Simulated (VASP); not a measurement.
# Re (Fm-3m) in VASP: a series of runs, part 2 of 2

VASP 6.6.1. The steps go on from the part before.

### 4 Single point, PBE

INCAR

```
SYSTEM = Re
GGA = PE
ISMEAR = 1
SIGMA = 0.1
LWAVE = .FALSE.
LCHARG = .FALSE.
ISIF = 2
PREC = Accurate
LASPH = .TRUE.
LREAL = .FALSE.
ALGO = Normal
EDIFF = 1E-6
NELM = 120
GGA_COMPAT = .FALSE.
ENCUT = 400
```

KPOINTS

```
k-points
0
Gamma
  14 14 14
```

POSCAR

```
Re
1.0
    0.0000000000      1.9750000000      1.9750000000
    1.9750000000      0.0000000000      1.9750000000
    1.9750000000      1.9750000000      0.0000000000
Re
1
Direct
    0.0000000000      0.0000000000      0.0000000000
```

Potentials or basis: VASP PAW PBE potentials, release 64 (Re).

Run with:

```console
cat potpaw_PBE.64/Re/POTCAR > POTCAR
mpirun -np 1 vasp_std > vasp.out
```

OUTCAR:

```text
SYSTEM = Re
   GGA = PE
   ISMEAR = 1
   ISIF = 2
   PREC = Accurate
   LASPH = .TRUE.
   LREAL = .FALSE.
   EDIFF = 1E-6
   NELM = 120
   ENCUT = 400

 Found    104 irreducible k-points:

 Following reciprocal coordinates:
            Coordinates               Weight
  0.000000  0.000000  0.000000      1.000000
  0.071429  0.000000  0.000000      8.000000
  0.142857  0.000000  0.000000      8.000000
  0.214286  0.000000  0.000000      8.000000
  0.285714  0.000000  0.000000      8.000000
  0.357143  0.000000  0.000000      8.000000
   k-points           NKPTS =    104   k-points in BZ     NKDIM =    104   number of bands    NBANDS=      7
   number of dos      NEDOS =    301   number of ions     NIONS =      1
   total plane-waves  NPLWV =   5832
   dimension x,y,z NGX =    18 NGY =   18 NGZ =   18
   dimension x,y,z NGXF=    36 NGYF=   36 NGZF=   36
   ions per type =               1
   NGX,Y,Z   is equivalent  to a cutoff of  10.71, 10.71, 10.71 a.u.
   NGXF,Y,Z  is equivalent  to a cutoff of  21.43, 21.43, 21.43 a.u.
 SYSTEM =  Re
   PREC   = accura    normal or accurate (medium, high low for compatibility)
   ISTART =      0    job   : 0-new  1-cont  2-samecut
   ICHARG =      2    charge: 1-file 2-atom 10-const
   ISPIN  =      1    spin polarized calculation?
   LNONCOLLINEAR =      F non collinear calculations
   LSORBIT =      F    spin-orbit coupling
   LASPH  =      T    aspherical Exc in radial PAW
   ENCUT  =  400.0 eV  29.40 Ry    5.42 a.u.   4.55  4.55  4.55*2*pi/ulx,y,z
   NELM   =    120;   NELMIN=  2; NELMDL= -5     # of ELM steps
   EDIFF  = 0.1E-05   stopping-criterion for ELM
   LREAL  =      F    real-space projection
   EDIFFG = 0.1E-04   stopping-criterion for IOM
   NSW    =      0    number of steps for IOM
   IBRION =     -1    ionic relax: 0-MD 1-quasi-New 2-CG
   NFREE  =      0    steps in history (QN), initial steepest desc. (CG)
   ISIF   =      2    stress and relaxation
   ISYM   =      2    0-nonsym 1-usesym 2-fastsym
   POTIM  = 0.5000    time-step for ionic-motion
   TEBEG  =    0.0;   TEEND  =   0.0 temperature during run

   SCALEE = 1.0000    scale energy and forces
   PSTRESS=    0.0 pullay stress
   NELECT =       7.0000    total number of electrons
   NUPDOWN=      -1.0000    fix difference up-down
   EMIN   =  10.00;   EMAX   =-10.00  energy-range for DOS
   EFERMI =   0.00;   METHOD = LEGACY
   ISMEAR =     1;   SIGMA  =   0.10  broadening in eV -4-tet -1-fermi 0-gaus
   EFERMI_NEDOS =   21; number of points for ismear=-14 and -15
   IALGO  =     38    algorithm
   IMIX   =      4    mixing-type and parameters
     AMIX     =   0.40;   BMIX     =  1.00
     AMIX_MAG =   1.60;   BMIX_MAG =  1.00
  volume/ion in A,a.u.               =      15.41       103.97
  Fermi-wavevector in a.u.,A,eV,Ry     =   1.258531  2.378278 21.550255  1.583899
  Thomas-Fermi vector in A             =   2.392135
   LORBIT       =      0    0 simple, 1 ext, 2 COOP (PROOUT), +10 PAW based schemes
   GGA     = PE    functional components
   LHFCALC =     F    Hartree Fock is set to
   AEXX    =    0.0000 exact exchange contribution
   IVDW    =     0    specifies the selected vdW correction
   LEPSILON=     F    determine dielectric tensor
   LRPA    =     F    only Hartree local field effects (RPA)

   CSHIFT  =0.1000    complex shift for real part using Kramers Kronig

   OMEGAMAX=  -1.0    maximum frequency
 non-spin polarized calculation
 Methfessel and Paxton  Order N= 1 SIGMA  =   0.10
  energy-cutoff  :      400.00
  volume of cell :       15.41
 maximum number of plane-waves:       295
   NGX =  9   NGY =  9   NGZ =  9

 number of electron       6.9999998 magnetization

 Free energy of the ion-electron system (eV)
  ---------------------------------------------------
  ext. energy  EPLUGINS =         0.00000000
  ---------------------------------------------------
  free energy    TOTEN  =       -12.34114798 eV

  energy without entropy =      -12.33978796  energy(sigma->0) =      -12.34069464

 E-fermi :   7.5629     XC(G=0): -13.4776

 val. band max:        7.5560752840   @ k =  -0.4286   0.4286   0.0714
 cond. band min:       7.6076220959   @ k =  -0.1429   0.1429   0.0000
 fundamental gap:      0.0515468118
 Fermi energy:         7.5629443641

 k-point     1 :       0.0000    0.0000    0.0000
  band No.  band energies     occupation
      1      -2.2197      2.00000
      2       5.7953      2.00000
      3       5.7953      2.00000
      4       5.7953      2.00000
      5       8.7674     -0.00000
      6       8.7674     -0.00000
      7      21.4563      0.00000

 k-point     2 :       0.0714    0.0000    0.0000
  band No.  band energies     occupation
      1      -1.9951      2.00000
      2       5.6460      2.00000
      3       5.8990      2.00000
      4       5.8990      2.00000
      5       8.6873     -0.00000
      6       8.6873     -0.00000
      7      21.8870      0.00000

 k-point     3 :       0.1429    0.0000    0.0000
  band No.  band energies     occupation
      1      -1.3607      2.00000
      2       5.2983      2.00000
      3       6.1379      2.00000
      4       6.1379      2.00000
      5       8.5552     -0.00000
      6       8.5552     -0.00000
      7      22.9103      0.00000

 k-point     4 :       0.2143    0.0000    0.0000
  band No.  band energies     occupation
      1      -0.4581      2.00000
      2       5.0066      2.00000
      3       6.2773      2.00000
      4       6.2773      2.00000
      5       8.6770     -0.00000
      6       8.6770     -0.00000
      7      22.0652      0.00000

 k-point     5 :       0.2857    0.0000    0.0000
  band No.  band energies     occupation
      1       0.4102      2.00000
      2       5.1297      2.00000
      3       6.1434      2.00000
      4       6.1434      2.00000
      5       9.2613     -0.00000
      6       9.2613     -0.00000
      7      20.5743      0.00000

 k-point     6 :       0.3571    0.0000    0.0000
  band No.  band energies     occupation
      1       0.8965      2.00000
      2       5.8875      2.00000
      3       5.8875      2.00000
      4       5.9454      2.00000
      5      10.1007      0.00000
      6      10.1007      0.00000
      7      19.1073      0.00000

 [... further k-points ...]

------------------------ aborting loop because EDIFF is reached ----------------------------------------

  FORCE on cell =-STRESS in cart. coord.  units (eV):
  Direction    XX          YY          ZZ          XY          YZ          ZX
  --------------------------------------------------------------------------------------
  -------------------------------------------------------------------------------------
  Total       -0.9470650     -0.9470650     -0.9470650      0.0000000      0.0000000      0.0000000
  in kB      -98.4825070    -98.4825070    -98.4825070      0.0000000      0.0000000      0.0000000
  external PRESSURE =     -98.4825070 kB  Pullay stress =       0.0000000 kB

 VOLUME and BASIS-vectors are now :
 -----------------------------------------------------------------------------
  energy-cutoff  :      400.00
  volume of cell :       15.41
      direct lattice vectors                 reciprocal lattice vectors
     0.000000000  1.975000000  1.975000000    -0.253164557  0.253164557  0.253164557
     1.975000000  0.000000000  1.975000000     0.253164557 -0.253164557  0.253164557
     1.975000000  1.975000000  0.000000000     0.253164557  0.253164557 -0.253164557

 POSITION                                       TOTAL-FORCE (eV/Angst)
 -----------------------------------------------------------------------------------
      0.00000      0.00000      0.00000         0.000000      0.000000      0.000000
 -----------------------------------------------------------------------------------
    total drift:                                0.000000     -0.000000      0.000000

  FREE ENERGIE OF THE ION-ELECTRON SYSTEM (eV)
  ---------------------------------------------------
  free  energy   TOTEN  =       -12.3411479782 eV

  energy  without entropy=      -12.3397879562  energy(sigma->0) =      -12.34069464
```

OSZICAR:

```text
N       E                     dE             d eps       ncg     rms          rms(c)
DAV:   1    -0.239283201462E+01   -0.23928E+01   -0.31747E+03  2436   0.969E+02
DAV:   2    -0.127437282835E+02   -0.10351E+02   -0.97913E+01  1477   0.875E+01
DAV:   3    -0.130805627742E+02   -0.33683E+00   -0.33454E+00  2737   0.219E+01
DAV:   4    -0.130808897030E+02   -0.32693E-03   -0.32694E-03  1498   0.669E-01
DAV:   5    -0.130808948911E+02   -0.51881E-05   -0.51883E-05  2870   0.156E-01    0.277E+01
DAV:   6    -0.129487133762E+02    0.13218E+00   -0.36671E+00  2513   0.263E+01    0.107E+01
DAV:   7    -0.123474705554E+02    0.60124E+00   -0.18416E+01  2499   0.240E+01    0.107E+00
DAV:   8    -0.123421109140E+02    0.53596E-02   -0.17682E-03  1659   0.539E-01    0.138E-01
DAV:   9    -0.123411372785E+02    0.97364E-03   -0.11461E-03  2331   0.611E-01    0.227E-02
DAV:  10    -0.123411490101E+02   -0.11732E-04   -0.22920E-05  1939   0.600E-02    0.968E-03
DAV:  11    -0.272022590076E+02   -0.14861E+02   -0.14837E+02  2016   0.535E-02    0.138E-01
DAV:  12    -0.128088929819E+02    0.14393E+02   -0.12963E+01   924   0.100E+00    0.281E-01
DAV:  13    -0.123411485154E+02    0.46774E+00   -0.42367E+00   854   0.881E-01    0.255E-03
DAV:  14    -0.123411479782E+02    0.53725E-06   -0.97357E-08   812   0.143E-02
   1 F= -.12341148E+02 E0= -.12340695E+02  d E =-.136002E-02
```

stdout:

```text
POSCAR found type information on POSCAR Re
 POSCAR found :  1 types and       1 ions
 scaLAPACK will be used
 LDA part: xc-table for (Slater+PW92), standard interpolation
 POSCAR, INCAR and KPOINTS ok, starting setup
 FFT: planning ... GRIDC
 FFT: planning ... GRID_SOFT
 FFT: planning ... GRID
 WAVECAR not read
 entering main loop
 the old and the new charge density differ
 old charge density:     7.00000 new    6.99133
    0.107E+01
 the old and the new charge density differ
 old charge density:     6.99133 new    7.00000
    0.107E+00
 the old and the new charge density differ
 old charge density:     7.00000 new    6.99978
    0.138E-01
 the old and the new charge density differ
 old charge density:     6.99978 new    7.00032
    0.281E-01
 the old and the new charge density differ
 old charge density:     7.00032 new    7.00000
    0.255E-03
```

It took 19 s on 1 thread of AMD EPYC 7R43 (Zen 3), shared host; peak memory 0.08 GiB.

What came out:

| Item | Value |
| --- | --- |
| Free energy | -12.3411 eV |
| Pressure | -9.8 GPa |
| Band gap on the k mesh | zero (an odd number of electrons rules out a gap without spin polarisation) |

Levels at points of the mesh, in eV from the Fermi level:
```
           k point  band 1  band 2  band 3  band 4  band 5  band 6  band 7
(0.00, 0.00, 0.00)   -9.78   -1.77   -1.77   -1.77    1.20    1.20   13.89
(0.50, 0.00, 0.00)   -6.52   -1.96   -1.96    0.18    3.58    3.58    9.34
(0.50, 0.50, 0.00)   -6.40   -5.57    2.64    3.53    4.27    4.27   11.94
```

Caveat: the cell stands under tension; spin-orbit coupling is left out, which moves the levels of the heavy elements.

### 5 Single point, RPBE+D4, non-collinear spin, zero start, spin-orbit coupling (16.02 Å³/atom)

This run uses another cell than the first one, of 16.02 Å³/atom.

INCAR

```
ALGO = Normal
EDIFF = 1E-6
ENCUT = 600
GGA = RP
GGA_COMPAT = False
ISIF = 2
ISMEAR = 1
IVDW = 13
LASPH = True
LCHARG = False
LMAXMIX = 4
LORBIT = 11
LORBMOM = True
LREAL = False
LSORBIT = True
LWAVE = False
MAGMOM = 0 0 0
NBANDS = 18
NELM = 200
PREC = Accurate
SIGMA = 0.15
```

KPOINTS

```
k-points
0
Gamma
  12 12 12
```

POSCAR

```
Re
1.0
    0.0000000000      2.0009898200      2.0009898200
    2.0009898200      0.0000000000      2.0009898200
    2.0009898200      2.0009898200      0.0000000000
Re
1
Direct
    0.0000000000      0.0000000000      0.0000000000
```

Run with:

```console
cat potpaw_PBE.64/Re/POTCAR > POTCAR
mpirun -np 1 vasp_ncl > vasp.out
```

It took 31 s on 1 thread of Intel Xeon Platinum 8488C (Sapphire Rapids), shared host; peak memory 0.21 GiB.

The run converged. Its results:

- Free energy: -13.1657 eV
- Pressure: -28.0 GPa
- Net moment: 0.00 μB per cell
- Valence electrons inside the program's atomic spheres: Re 5.82
- Dispersion energy per atom: -1.123 eV

Moments on the atoms (μB; x, y, z):
```
Re  0.00 0.00 0.00
```

Caveat: the cell stands under tension; the PAW data sets were made with another functional, which shifts forces and pressure a little.

### 6 The runs side by side

| level | spin | cell | k mesh | cutoff (eV) | smearing | dipole correction | tolerance level | purpose | start | gap on the mesh (eV) | pressure (GPa) | moment (μB) |
| --- | --- | --- | --- | --- | --- | --- | --- | --- | --- | --- | --- | --- |
| r2SCAN | off | a = 2.793 Å, angles 60.0°, 1 atom | 12 × 12 × 12 | 520 | fermi-dirac 0.05 eV | no | - | - | - | none | -15.6 | - |
| r2SCAN | non-collinear, zero start, SOC | a = 2.793 Å, angles 60.0°, 1 atom | 12 × 12 × 12 | 520 | fermi-dirac 0.05 eV | no | - | - | - | - | -14.8 | 0.00 |
| PBE | off | a = 2.793 Å, angles 60.0°, 1 atom | 14 × 14 × 14 | 400 | methfessel-paxton 0.1 eV | - | tight | restart | from scratch | none | -9.8 | - |
| RPBE+D4 | non-collinear, zero start, SOC | a = 2.830 Å, angles 60.0°, 1 atom | 12 × 12 × 12 | 600 | methfessel-paxton 0.15 eV | no | - | - | - | - | -28.0 | 0.00 |

Alike in all rows: task single point; potentials or basis VASP PAW PBE potentials, release 64 (Re).

The pressure there spans -15.6 GPa (r2SCAN) to -9.8 GPa (PBE); a positive pressure means that this level wants a larger cell, a negative one a smaller.

Caveats: the cell stands under tension; the PAW data sets were made with another functional, which shifts forces and pressure a little (at least some runs); spin-orbit coupling is left out, which moves the levels of the heavy elements (at least some runs).

Total energies depend on the potentials used, so only differences within one code and one set of settings carry meaning.
